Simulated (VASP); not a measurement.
# ZrS (Fm-3m) in VASP: vibrations by perturbation theory with PBEsol

Aim: the vibrations by perturbation theory of ZrS with PBEsol.

Everything below comes from runs of VASP 6.6.1. Logs are shortened: lines on timing, memory, paths and dates and some standing lists are left out, and cuts for length are marked.

**1. The cell of the first run**

Symmetry: Fm-3m, No. 225, cubic system. Conventional cell: a = 5.164 Å, b = 5.164 Å, c = 5.164 Å, α = 90.00°, β = 90.00°, γ = 90.00°. Zr (site symmetry m-3m) has 6 S at 2.58 Å within 3.4 Å. Within 3.4 Å of S (site symmetry m-3m) lie 6 Zr at 2.58 Å.

**2. Vibrations by perturbation theory, PBEsol**

INCAR

```
PREC = Accurate
ENCUT = 520
EDIFF = 1E-8
ISMEAR = 0
SIGMA = 0.15
LREAL = False
LASPH = True
NELM = 100
ALGO = Normal
ISIF = 2
LWAVE = False
LCHARG = False
GGA = PS
IBRION = 8
NSW = 1
```

KPOINTS

```
Automatic mesh
0
Gamma
  12 12 12
```

POSCAR

```
ZrS
1.0
    0.0000000000      2.5822291520      2.5822291520
    2.5822291520      0.0000000000      2.5822291520
    2.5822291520      2.5822291520      0.0000000000
Zr S
1 1
Direct
    0.5000000000      0.5000000000      0.5000000000
    0.0000000000      0.0000000000      0.0000000000
```

Potentials or basis: VASP PAW PBE potentials, release 64 (Zr_sv, S).

The run is started by

```
$ cat potpaw_PBE.64/Zr_sv/POTCAR potpaw_PBE.64/S/POTCAR > POTCAR
$ mpirun -np 1 vasp_std > vasp.out
```

OUTCAR:

```text
PREC = Accurate
   ENCUT = 520
   EDIFF = 1E-8
   ISMEAR = 0
   LREAL = False
   LASPH = True
   NELM = 100
   ISIF = 2
   GGA = PS
   IBRION = 8
   NSW = 1

 ion  position               nearest neighbor table
   1  0.500  0.500  0.500-   2 2.58   2 2.58   2 2.58   2 2.58   2 2.58   2 2.58
   2  0.000  0.000  0.000-   1 2.58   1 2.58   1 2.58   1 2.58   1 2.58   1 2.58

  LATTYP: Found a face centered cubic cell.
 ALAT       =     5.1644583040

  Lattice vectors:

 A1 = (   0.0000000000,   2.5822291520,   2.5822291520)
 A2 = (   2.5822291520,   0.0000000000,   2.5822291520)
 A3 = (   2.5822291520,   2.5822291520,   0.0000000000)

Analysis of symmetry for initial positions (statically):
=====================================================================
 Subroutine PRICEL returns:
 Original cell was already a primitive cell.

 Routine SETGRP: Setting up the symmetry group for a
 face centered cubic supercell.

 Subroutine GETGRP returns: Found 48 space group operations
 (whereof 48 operations were pure point group operations)
 out of a pool of 48 trial point group operations.

The static configuration has the point symmetry O_h .

Analysis of symmetry for dynamics (positions and initial velocities):
=====================================================================
 Subroutine PRICEL returns:
 Original cell was already a primitive cell.

 Routine SETGRP: Setting up the symmetry group for a
 face centered cubic supercell.

 Subroutine GETGRP returns: Found 48 space group operations
 (whereof 48 operations were pure point group operations)
 out of a pool of 48 trial point group operations.

The dynamic configuration has the point symmetry O_h .

 Subroutine INISYM returns: Found 48 space group operations
 (whereof 48 operations are pure point group operations),
 and found     1 'primitive' translations

----------------------------------------------------------------------------------------

                                     Primitive cell

[... 542 lines left out ...]

 VOLUME and BASIS-vectors are now :
 -----------------------------------------------------------------------------
  energy-cutoff  :      520.00
  volume of cell :       34.44
      direct lattice vectors                 reciprocal lattice vectors
     0.000000000  2.582229152  2.582229152    -0.193631150  0.193631150  0.193631150
     2.582229152  0.000000000  2.582229152     0.193631150 -0.193631150  0.193631150
     2.582229152  2.582229152  0.000000000     0.193631150  0.193631150 -0.193631150

 POSITION                                       TOTAL-FORCE (eV/Angst)
 -----------------------------------------------------------------------------------
      2.58223      2.58223      2.58223         0.000000      0.000000      0.000000
      0.00000      0.00000      0.00000         0.000000      0.000000      0.000000
 -----------------------------------------------------------------------------------
    total drift:                                0.000000      0.000000      0.000000

  FREE ENERGIE OF THE ION-ELECTRON SYSTEM (eV)
  ---------------------------------------------------
  free  energy   TOTEN  =       -16.5167118964 eV

  energy  without entropy=      -16.5012186321  energy(sigma->0) =      -16.50896526

[... ionic steps 2 to 3 ...]

--------------------------------------- Ionic step        4  -------------------------------------------

------------------------ aborting loop because EDIFF is reached ----------------------------------------

[... ionic steps 5 to 6 ...]

--------------------------------------- Ionic step        7  -------------------------------------------

 Free energy of the ion-electron system (eV)
  ---------------------------------------------------
  ---------------------------------------------------
  free energy    TOTEN  =        -0.10602252 eV

  energy without entropy =       -0.10602252

------------------------ aborting loop because EDIFF is reached ----------------------------------------

 INTERNAL STRAIN TENSOR  FOR ION    2  DIRECTION 1   (eV/Angst):
 -----------------------------------------------------------------------------
    -0.00514  0.00000  0.00000
     0.00000  0.00316  0.00000
     0.00000  0.00000  0.00316

 INTERNAL STRAIN TENSOR FOR ION    2 for displacements in x,y,z  (eV/Angst):
          X           Y           Z          XY          YZ          ZX
  --------------------------------------------------------------------------------
  x     0.00000     0.00000     0.00000     0.00000     0.00000     0.00000
  y     0.00000     0.00000     0.00000     0.00000     0.00000     0.00000
  z     0.00000     0.00000     0.00000     0.00000     0.00000     0.00000

 SECOND DERIVATIVES (NOT SYMMETRIZED)
 ------------------------------------
               1X          1Y          1Z          2X          2Y          2Z
  1X    -5.932897    0.000000    0.000000    5.932897    0.000000    0.000000
  1Y     0.000000   -5.932897    0.000000    0.000000    5.932897    0.000000
  1Z     0.000000    0.000000   -5.932897    0.000000    0.000000    5.932897
  2X     5.824682    0.000000    0.000000   -5.824682    0.000000    0.000000
  2Y     0.000000    5.824682    0.000000    0.000000   -5.824682    0.000000
  2Z     0.000000    0.000000    5.824682    0.000000    0.000000   -5.824682

 Eigenvectors and eigenvalues of the dynamical matrix
 ----------------------------------------------------

   1 f  =    7.764690 THz    48.786985 2PiTHz  259.002175 cm-1    32.112163 meV
             X         Y         Z           dx          dy          dz
      2.582229  2.582229  2.582229     0.000000    0.513470    0.000000
      0.000000  0.000000  0.000000     0.000000   -0.858107    0.000000
[... 21 lines left out ...]
   6 f/i=    0.031489 THz     0.197852 2PiTHz    1.050363 cm-1     0.130228 meV
             X         Y         Z           dx          dy          dz
      2.582229  2.582229  2.582229     0.000000    0.000000    0.858107
      0.000000  0.000000  0.000000     0.000000    0.000000    0.513470

--------------------------------------------------------------------------------------------------------

 ELASTIC MODULI CONTR FROM IONIC RELAXATION (kBar)
 Direction    XX          YY          ZZ          XY          YZ          ZX
 --------------------------------------------------------------------------------
 XX           0.0000      0.0000      0.0000      0.0000      0.0000      0.0000
 YY           0.0000      0.0000      0.0000      0.0000      0.0000      0.0000
 ZZ           0.0000      0.0000      0.0000      0.0000      0.0000      0.0000
 XY           0.0000      0.0000      0.0000      0.0000      0.0000      0.0000
 YZ           0.0000      0.0000      0.0000      0.0000      0.0000      0.0000
 ZX           0.0000      0.0000      0.0000      0.0000      0.0000      0.0000
 --------------------------------------------------------------------------------
```

OSZICAR:

```text
N       E                     dE             d eps       ncg     rms          rms(c)
DAV:   1     0.123999089976E+03    0.12400E+03   -0.96991E+03  1872   0.132E+03
DAV:   2    -0.917643826694E+01   -0.13318E+03   -0.12934E+03  2232   0.337E+02
DAV:   3    -0.172909206114E+02   -0.81145E+01   -0.80220E+01  3578   0.695E+01
[... 53 lines left out ...]
RMM:  17    -0.106022497346E+00   -0.51741E-07   -0.54514E-07  8406   0.407E-05    0.312E-06
RMM:  18    -0.106022559636E+00   -0.62289E-07   -0.13617E-07  8444   0.377E-05    0.104E-05
RMM:  19    -0.106022521017E+00    0.38619E-07   -0.18134E-07  8051   0.274E-05    0.221E-06
RMM:  20    -0.106022519668E+00    0.13488E-08   -0.12806E-07  8910   0.163E-05    0.281E-06
RMM:  21    -0.106022520771E+00   -0.11026E-08   -0.69281E-08  7699   0.120E-05    0.287E-06
 Linear response finished
```

stdout:

```text
POSCAR found type information on POSCAR ZrS
 POSCAR found :  2 types and       2 ions
 scaLAPACK will be used
 -----------------------------------------------------------------------------
|                                                                             |
|                                                                             |
|     You enforced a specific xc type in the INCAR file but a different       |
[... 32 lines left out ...]
 Linear response reoptimize wavefunctions to high precision
 Linear response DOF=           2
 Linear response progress:
 first order change of Fermi-energy   0.17750E-04
 force on displaced ion       1 direction 1 :  -5.933   0.000   0.000
 Linear response progress:
 first order change of Fermi-energy   0.24729E-03
 force on displaced ion       2 direction 1 :  -5.825   0.000   0.000
 Linear response finished
```

Wall time 8.2 min (1 thread of Intel Xeon 8259CL, shared host); peak memory 0.31 GiB.

What came out:

| Property | Result |
| --- | --- |
| Highest phonon frequency at Γ, LO-TO splitting left out | 259 cm⁻¹ |

Phonon frequencies in cm⁻¹ (negative: imaginary):
```
              q point           frequencies
(0.000, 0.000, 0.000)  -1 -1 -1 259 259 259
```
